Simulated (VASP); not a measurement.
# Ga3I2 (P-6m2) in VASP: a series of runs

Ga3I2 is run at these levels: PBE; tasks: single point, relaxation of cell and atoms.

Program: VASP 6.6.1. These are calculated values, not measurements. Logs are shortened: lines on timing, memory, paths and dates and some standing lists are left out, and cuts for length are marked.

## 1. The cell of the first run

Symmetry: P-6m2, No. 187, hexagonal system. Conventional cell: a = 5.410 Å, b = 5.410 Å, c = 8.987 Å, α = 90.00°, β = 90.00°, γ = 120.00°. Ga (site symmetry mm2) has 4 Ga at 2.69 to 2.72 Å and 2 I at 3.10 Å within 3.6 Å. I (site symmetry 3m) has 3 Ga at 3.10 Å and 1 I at 3.63 Å within 4.1 Å.

The cell was built from a structure type or drawn by symmetry, and may not be a known phase.

## 2. Single point, PBE

Input file INCAR:

```
SYSTEM = Ga3I2
PREC = Accurate
ENCUT = 520
EDIFF = 1E-7
ISMEAR = 0
SIGMA = 0.1
LREAL = .FALSE.
LASPH = .TRUE.
NELM = 80
ALGO = Normal
ISIF = 2
LWAVE = .FALSE.
LCHARG = .FALSE.
GGA = PE
NBANDS = 34
```

Input file KPOINTS:

```
Automatic mesh
0
G
  6 6 4
  0 0 0
```

Input file POSCAR:

```
Ga3I2
1.0
    5.4097257554      0.0000000000      0.0000000000
   -2.7048628777      4.6849599317      0.0000000000
    0.0000000000      0.0000000000      8.9869984006
Ga I
3 2
Direct
    0.4993623488     -0.0012753025      0.5000000000
    0.0012753025      0.5006376512      0.5000000000
    0.4993623488      0.5006376512      0.5000000000
    0.6666666667      0.3333333333      0.2020779525
    0.6666666667      0.3333333333      0.7979220475
```

Potentials or basis: VASP PAW PBE potentials, release 64 (Ga_d, I).

Run with:

```bash
$ cat potpaw_PBE.64/Ga_d/POTCAR potpaw_PBE.64/I/POTCAR > POTCAR
$ mpirun -np 1 vasp_std > vasp.out
```

OUTCAR:

```text
SYSTEM = Ga3I2
   PREC = Accurate
   ENCUT = 520
   EDIFF = 1E-7
   ISMEAR = 0
   LREAL = .FALSE.
   LASPH = .TRUE.
   NELM = 80
   ISIF = 2
   GGA = PE

 ion  position               nearest neighbor table
   1  0.499  0.999  0.500-   2 2.69   3 2.69   2 2.72   3 2.72   4 3.10   5 3.10
   2  0.001  0.501  0.500-   3 2.69   1 2.69   3 2.72   1 2.72   4 3.10   5 3.10
   3  0.499  0.501  0.500-   2 2.69   1 2.69   2 2.72   1 2.72   5 3.10   4 3.10
   4  0.667  0.333  0.202-   2 3.10   3 3.10   1 3.10
   5  0.667  0.333  0.798-   2 3.10   3 3.10   1 3.10

  LATTYP: Found a hexagonal cell.
 ALAT       =     5.4097257554
 C/A-ratio  =     1.6612669120

  Lattice vectors:

 A1 = (   5.4097257554,   0.0000000000,   0.0000000000)
 A2 = (  -2.7048628777,   4.6849599317,   0.0000000000)
 A3 = (   0.0000000000,   0.0000000000,   8.9869984006)

Analysis of symmetry for initial positions (statically):
=====================================================================
 Subroutine PRICEL returns:
 Original cell was already a primitive cell.

 Routine SETGRP: Setting up the symmetry group for a
 hexagonal supercell.

 Subroutine GETGRP returns: Found 12 space group operations
 (whereof 12 operations were pure point group operations)
 out of a pool of 24 trial point group operations.

The static configuration has the point symmetry D_3h.

Analysis of symmetry for dynamics (positions and initial velocities):
=====================================================================
 Subroutine PRICEL returns:
 Original cell was already a primitive cell.

 Routine SETGRP: Setting up the symmetry group for a
 hexagonal supercell.

 Subroutine GETGRP returns: Found 12 space group operations
 (whereof 12 operations were pure point group operations)
 out of a pool of 24 trial point group operations.

The dynamic configuration has the point symmetry D_3h.

 Subroutine INISYM returns: Found 12 space group operations
 (whereof 12 operations are pure point group operations),
 and found     1 'primitive' translations

----------------------------------------------------------------------------------------

                                     Primitive cell

  volume of cell :     227.7696

  direct lattice vectors                    reciprocal lattice vectors
     5.409725755  0.000000000  0.000000000     0.184852254  0.106724499  0.000000000
    -2.704862878  4.684959932  0.000000000     0.000000000  0.213448997  0.000000000
     0.000000000  0.000000000  8.986998401     0.000000000  0.000000000  0.111271857

  length of vectors
     5.409725755  5.409725755  8.986998401     0.213448997  0.213448997  0.111271857

  position of ions in fractional coordinates (direct lattice)
     0.499362349  0.998724698  0.500000000
     0.001275302  0.500637651  0.500000000
     0.499362349  0.500637651  0.500000000
     0.666666667  0.333333333  0.202077952
     0.666666667  0.333333333  0.797922048

  ion indices of the primitive-cell ions
   primitive index   ion index
                 1           1
                 2           2
                 3           3
                 4           4
                 5           5

----------------------------------------------------------------------------------------

 KPOINTS: Automatic mesh

Automatic generation of k-mesh.
 Grid dimensions read from file:
 generate k-points for:    6    6    4

 Generating k-lattice:

  Cartesian coordinates                     Fractional coordinates (reciprocal lattice)
     0.030808709  0.017787416  0.000000000     0.166666667 -0.000000000  0.000000000
     0.000000000  0.035574833  0.000000000     0.000000000  0.166666667  0.000000000
     0.000000000  0.000000000  0.027817964     0.000000000  0.000000000  0.250000000

  Length of vectors
     0.035574833  0.035574833  0.027817964

  Shift w.r.t. Gamma in fractional coordinates (k-lattice)
     0.000000000  0.000000000  0.000000000

 Subroutine IBZKPT returns following result:
 ===========================================

 Found     21 irreducible k-points:

[... 40 lines left out ...]
  volume of cell :      227.77
 maximum number of plane-waves:      6174
   NGX = 21   NGY = 21   NGZ = 33

 number of electron      52.9999977 magnetization

 Free energy of the ion-electron system (eV)
  ---------------------------------------------------
  ext. energy  EPLUGINS =         0.00000000
  ---------------------------------------------------
  free energy    TOTEN  =       -11.63165579 eV

  energy without entropy =      -11.61915371  energy(sigma->0) =      -11.62540475

 E-fermi :   0.7224     XC(G=0):  -6.8277

 val. band max:        0.6401196225   @ k =   0.3333   0.1667   0.0000
 cond. band min:       0.7517853079   @ k =   0.0000   0.0000   0.0000
 fundamental gap:      0.1116656855
 Fermi energy:         0.7224009696

 k-point     1 :       0.0000    0.0000    0.0000
  band No.  band energies     occupation
      1     -14.6062      2.00000
      2     -14.4923      2.00000
      3     -14.4923      2.00000
      4     -14.4503      2.00000
      5     -14.3515      2.00000
      6     -14.3254      2.00000
[... 26 lines left out ...]
     33       5.0654      0.00000
     34       5.7399      0.00000

 k-point     2 :       0.1667    0.0000    0.0000
  band No.  band energies     occupation
      1     -14.5790      2.00000
      2     -14.4843      2.00000
      3     -14.4619      2.00000
      4     -14.4370      2.00000
      5     -14.3434      2.00000
      6     -14.3240      2.00000
[... 26 lines left out ...]
     33       5.0622      0.00000
     34       6.2895      0.00000

 k-point     3 :       0.3333    0.0000    0.0000
  band No.  band energies     occupation
      1     -14.5295      2.00000
      2     -14.4426      2.00000
      3     -14.4051      2.00000
      4     -14.3795      2.00000
      5     -14.3210      2.00000
      6     -14.3162      2.00000
[... 26 lines left out ...]
     33       5.8279      0.00000
     34       6.8897      0.00000
[... 593 lines left out ...]
 k-point    20 :       0.3333    0.1667    0.5000
  band No.  band energies     occupation
      1     -14.4883      2.00000
      2     -14.4171      2.00000
      3     -14.3808      2.00000
      4     -14.3224      2.00000
      5     -14.3141      2.00000
      6     -14.2983      2.00000
[... 26 lines left out ...]
     33       5.1442      0.00000
     34       6.0965      0.00000

 k-point    21 :       0.3333    0.3333    0.5000
  band No.  band energies     occupation
      1     -14.4187      2.00000
      2     -14.3996      2.00000
      3     -14.3961      2.00000
      4     -14.3521      2.00000
      5     -14.3292      2.00000
      6     -14.2973      2.00000
[... 26 lines left out ...]
     33       6.4048      0.00000
     34       6.4688      0.00000

------------------------ aborting loop because EDIFF is reached ----------------------------------------

  FORCE on cell =-STRESS in cart. coord.  units (eV):
  Direction    XX          YY          ZZ          XY          YZ          ZX
  --------------------------------------------------------------------------------------
  -------------------------------------------------------------------------------------
  Total        0.1924934      0.1924934     -0.1399746      0.0000000     -0.0000000      0.0000000
  in kB        1.3540370      1.3540370     -0.9846095      0.0000000     -0.0000000      0.0000000
  external PRESSURE =       0.5744881 kB  Pullay stress =       0.0000000 kB

 VOLUME and BASIS-vectors are now :
 -----------------------------------------------------------------------------
  energy-cutoff  :      520.00
  volume of cell :      227.77
      direct lattice vectors                 reciprocal lattice vectors
     5.409725755  0.000000000  0.000000000     0.184852254  0.106724499  0.000000000
    -2.704862878  4.684959932  0.000000000     0.000000000  0.213448997  0.000000000
     0.000000000  0.000000000  8.986998401     0.000000000  0.000000000  0.111271857

 POSITION                                       TOTAL-FORCE (eV/Angst)
 -----------------------------------------------------------------------------------
      0.00000      4.67899      4.49350        -0.000000      0.011818     -0.000000
     -1.34726      2.34547      4.49350        -0.010234     -0.005909      0.000000
      1.34726      2.34547      4.49350         0.010234     -0.005909      0.000000
      2.70486      1.56165      1.81607        -0.000000      0.000000     -0.032687
      2.70486      1.56165      7.17092        -0.000000      0.000000      0.032687
 -----------------------------------------------------------------------------------
    total drift:                               -0.000001      0.000000      0.000000

  FREE ENERGIE OF THE ION-ELECTRON SYSTEM (eV)
  ---------------------------------------------------
  free  energy   TOTEN  =       -11.6316557888 eV

  energy  without entropy=      -11.6191537120  energy(sigma->0) =      -11.62540475
```

Wall time 68 s (1 thread of Intel Xeon 6975P-C (Granite Rapids), shared host); peak memory 0.39 GiB.

What came out:

```yaml
Free_energy: -11.6317 eV
Pressure: 0.1 GPa
Largest_force: 0.033 eV/Å
Band_gap_on_the_k_mesh: zero (an odd number of electrons rules out a gap without spin polarisation)
```

Forces on the atoms (eV/Å):
```
Ga   0.000  0.012  0.000
Ga  -0.010 -0.006  0.000
Ga   0.010 -0.006  0.000
I    0.000  0.000 -0.033
I    0.000  0.000  0.033
```

Stress tensor (GPa, compression positive):
```
 0.14  0.00  0.00
 0.00  0.14  0.00
 0.00  0.00 -0.10
```

Levels at points of the mesh, in eV from the Fermi level:
```
           k point  band 22  band 23  band 24  band 25  band 26  band 27  band 28  band 29  band 30  band 31
(0.00, 0.00, 0.00)    -2.79    -1.86    -1.86    -1.14    -1.14    -1.11     0.03     0.03     1.79     3.78
(0.50, 0.00, 0.00)    -2.55    -2.42    -1.99    -1.81    -1.25    -0.82     1.76     3.76     3.97     4.12
(0.00, 0.00, 0.50)    -3.15    -2.10    -2.10    -0.98    -0.98     0.14     0.14     0.31     1.09     4.08
(0.50, 0.00, 0.50)    -2.74    -2.27    -2.22    -1.12    -0.96     0.24     1.46     3.29     3.79     3.94
```

Caveat: spin-orbit coupling is left out, which moves the levels of the heavy elements; this functional lacks dispersion, which binds the layers, so the pressure and a relaxed spacing across them are unreliable; an odd number of electrons without spin polarisation forces a metal; a magnetic or distorted state may lie lower.

## 3. Relaxation of cell and atoms, PBE

This run uses another cell than the first one, of 29.63 Å³/atom.

Input file INCAR:

```
SYSTEM = Ga3I2
PREC = Accurate
ENCUT = 600
EDIFF = 1E-6
ISMEAR = 0
SIGMA = 0.1
LREAL = .FALSE.
LASPH = .TRUE.
NELM = 60
ALGO = Normal
ISIF = 3
LWAVE = .FALSE.
LCHARG = .FALSE.
GGA = PE
IBRION = 2
NSW = 90
EDIFFG = -0.04
```

KPOINTS is that of step 2.

Input file POSCAR:

```
Ga3I2
1.0
    5.2141863012      0.0000000000      0.0000000000
   -2.6070931506      4.5156177969      0.0000000000
    0.0000000000      0.0000000000      6.2924765046
Ga I
3 2
Direct
    0.5000000000      0.0000000000      0.5000000000
    0.0000000000      0.5000000000      0.5000000000
    0.5000000000      0.5000000000      0.5000000000
    0.6666666667      0.3333333333      0.2080834653
    0.6666666667      0.3333333333      0.7919165347
```

Potentials or basis: VASP PAW PBE potentials, release 64 (Ga_d, I).

Run with:

```bash
$ cat potpaw_PBE.64/Ga_d/POTCAR potpaw_PBE.64/I/POTCAR > POTCAR
$ mpirun -np 1 vasp_std > vasp.out
```

Run time: 11 min. Hardware: 1 thread of Intel Xeon 6975P-C (Granite Rapids), shared host; peak memory 0.35 GiB.

Results (log left out):

```
Free energy                           : -11.6094 eV
Relaxed volume                        : 45.73 Å³/atom
Relaxed cell                          : a = 5.438 Å, b = 5.438 Å, c = 8.928 Å, α = 90.00°, β = 90.00°, γ = 120.00°
Space group after relaxing (to 0.1 Å) : P-6m2 (No. 187)
Energy gained by relaxing             : 1655.8 meV/atom
Ionic steps                           : 15
Pressure after relaxing               : 0.0 GPa
Largest force after relaxing          : 0.028 eV/Å
Band gap on the k mesh                : zero (an odd number of electrons rules out a gap without spin polarisation)
```

Forces in eV/Å, atoms in the order of the input:
```
Ga   0.000  0.002  0.000
Ga  -0.002 -0.001  0.000
Ga   0.002 -0.001  0.000
I    0.000  0.000 -0.028
I    0.000  0.000  0.028
```

Step by step:
```tsv
step	energy change (eV)	largest force (eV/Å)	pressure (GPa)	volume (Å³)
1	0.0000	6.2884	30.50	148.16
2	-5.7753	3.2208	-0.71	297.00
3	-7.4046	1.9098	2.14	216.29
4	-7.3779	2.2117	1.24	226.36
5	-7.4011	2.0901	1.58	222.07
6	-7.9946	0.9608	-0.19	239.43
7	-8.1382	0.3935	-0.91	255.45
8	-8.1391	0.3850	-0.95	256.44
9	-8.2121	0.0972	-0.47	245.61
10	-8.2260	0.1890	0.03	237.42
11	-8.2642	0.1670	0.12	231.18
12	-8.2739	0.1346	0.28	224.31
13	-8.2751	0.1447	0.26	225.96
14	-8.2781	0.0589	-0.17	230.14
15	-8.2792	0.0283	-0.01	228.65
```

Final structure:
```cif
data_structure
_symmetry_space_group_name_H-M 'P 1'
_symmetry_Int_Tables_number 1
_cell_length_a 5.4382
_cell_length_b 5.4382
_cell_length_c 8.9278
_cell_angle_alpha 90.000
_cell_angle_beta 90.000
_cell_angle_gamma 120.000
_cell_volume 228.65
loop_
_atom_site_label
_atom_site_type_symbol
_atom_site_fract_x
_atom_site_fract_y
_atom_site_fract_z
_atom_site_occupancy
Ga1 Ga 0.49931 0.99863 0.50000 1
Ga2 Ga 0.00137 0.50069 0.50000 1
Ga3 Ga 0.49931 0.50069 0.50000 1
I1 I 0.66667 0.33333 0.20090 1
I2 I 0.66667 0.33333 0.79910 1
```

Levels at points of the mesh, in eV from the Fermi level:
| k point | band 23 | band 24 | band 25 | band 26 | band 27 | band 28 | band 29 | band 30 |
| --- | --- | --- | --- | --- | --- | --- | --- | --- |
| (0.00, 0.00, 0.00) | -1.90 | -1.90 | -1.19 | -1.19 | -1.12 | 0.02 | 0.02 | 1.79 |
| (0.50, 0.00, 0.00) | -2.42 | -2.02 | -1.85 | -1.30 | -0.82 | 1.76 | 3.70 | 3.90 |
| (0.00, 0.00, 0.50) | -2.15 | -2.15 | -1.01 | -1.01 | 0.14 | 0.14 | 0.37 | 1.08 |
| (0.50, 0.00, 0.50) | -2.28 | -2.28 | -1.12 | -0.98 | 0.28 | 1.45 | 3.28 | 3.74 |

Caveat: the volume moved by over 15 % at a fixed basis, so the end points are rough; spin-orbit coupling is left out, which moves the levels of the heavy elements; this functional lacks dispersion, which binds the layers, so the pressure and a relaxed spacing across them are unreliable; an odd number of electrons without spin polarisation forces a metal; a magnetic or distorted state may lie lower.

## 4. Single point, PBE

This run uses another cell than the first one, of 45.46 Å³/atom.

Input file INCAR:

```
PREC     = Accurate       # precision mode
ENCUT    = 520            # plane-wave cutoff, eV
EDIFF    = 1E-6           # SCF threshold, eV
ISMEAR   = 0              # smearing method
SIGMA    = 0.1            # smearing width, eV
LREAL    = F              # projectors in reciprocal space
LASPH    = T              # aspherical terms in the spheres
NELM     = 100            # most SCF steps
ALGO     = Normal         # electronic algorithm
ISIF     = 2              # what is computed and relaxed
LWAVE    = F              # write WAVECAR
LCHARG   = F              # write CHGCAR
GGA      = PE             # functional
NBANDS   = 34             # bands
```

Input file KPOINTS:

```
Automatic mesh
0
Gamma
  12 12 4
```

Input file POSCAR:

```
Ga3I2
1.0
    5.4107590322      0.0000000000      0.0000000000
   -2.7053795161      4.6858547756      0.0000000000
    0.0000000000      0.0000000000      8.9649626788
Ga I
3 2
Direct
    0.4997394887      0.9994789772      0.5000000000
    0.0005210228      0.5002605113      0.5000000000
    0.4997394887      0.5002605113      0.5000000000
    0.6666666667      0.3333333333      0.2001649416
    0.6666666667      0.3333333333      0.7998350584
```

Run with:

```bash
$ cat potpaw_PBE.64/Ga_d/POTCAR potpaw_PBE.64/I/POTCAR > POTCAR
$ mpirun -np 1 vasp_std > vasp.out
```

Wall time 3.1 min (1 thread of Intel Xeon 6975P-C (Granite Rapids), shared host); peak memory 0.56 GiB.

Results (log left out):

- Free energy: -11.6598 eV
- Pressure: 0.0 GPa
- Largest force: 0.005 eV/Å
- Band gap on the k mesh: zero (an odd number of electrons rules out a gap without spin polarisation)

Forces on the atoms (eV/Å):
```
Ga   0.000  0.000  0.000
Ga   0.000  0.000  0.000
Ga   0.000  0.000  0.000
I    0.000  0.000 -0.005
I    0.000  0.000  0.005
```

Levels at points of the mesh, in eV from the Fermi level:
```
           k point  band 22  band 23  band 24  band 25  band 26  band 27  band 28  band 29  band 30  band 31
(0.00, 0.00, 0.00)    -2.66    -1.74    -1.74    -1.08    -1.06    -1.06     0.09     0.09     1.90     3.86
(0.50, 0.00, 0.00)    -2.42    -2.29    -1.86    -1.75    -1.18    -0.76     1.85     3.83     4.06     4.20
(0.00, 0.00, 0.50)    -3.05    -1.99    -1.99    -0.88    -0.88     0.21     0.21     0.42     1.17     4.15
(0.50, 0.00, 0.50)    -2.63    -2.16    -2.12    -1.03    -0.86     0.35     1.54     3.35     3.87     4.00
```

Caveat: spin-orbit coupling is left out, which moves the levels of the heavy elements; this functional lacks dispersion, which binds the layers, so the pressure and a relaxed spacing across them are unreliable; an odd number of electrons without spin polarisation forces a metal; a magnetic or distorted state may lie lower.

## 5. Summary

| task | cell | k mesh | cutoff (eV) | gap on the mesh (eV) | pressure (GPa) | largest force (eV/Å) |
| --- | --- | --- | --- | --- | --- | --- |
| single point | a = 5.410, b = 5.410, c = 8.987 Å, angles 90.0, 90.0, 120.0°, 5 atoms, atomic positions A | 6 × 6 × 4 | 520 | none | 0.1 | 0.03 |
| relaxation of cell and atoms | relaxed from a = 5.214, b = 5.214, c = 6.292 Å, angles 90.0, 90.0, 120.0°, 5 atoms, atomic positions B | 6 × 6 × 4 | 600 | none | 0.0 | 0.03 |
| single point | a = 5.411, b = 5.411, c = 8.965 Å, angles 90.0, 90.0, 120.0°, 5 atoms, atomic positions C | 12 × 12 × 4 | 520 | none | 0.0 | - |

Alike in all rows: level PBE; potentials or basis VASP PAW PBE potentials, release 64 (Ga_d, I); no spin polarisation; smearing gaussian 0.1 eV.

Caveats: spin-orbit coupling is left out, which moves the levels of the heavy elements; this functional lacks dispersion, which binds the layers, so the pressure and a relaxed spacing across them are unreliable; an odd number of electrons without spin polarisation forces a metal; a magnetic or distorted state may lie lower; the volume moved by over 15 % at a fixed basis, so the end points are rough (at least some runs).

Total energies depend on the potentials used, so only differences within one code and one set of settings carry meaning.
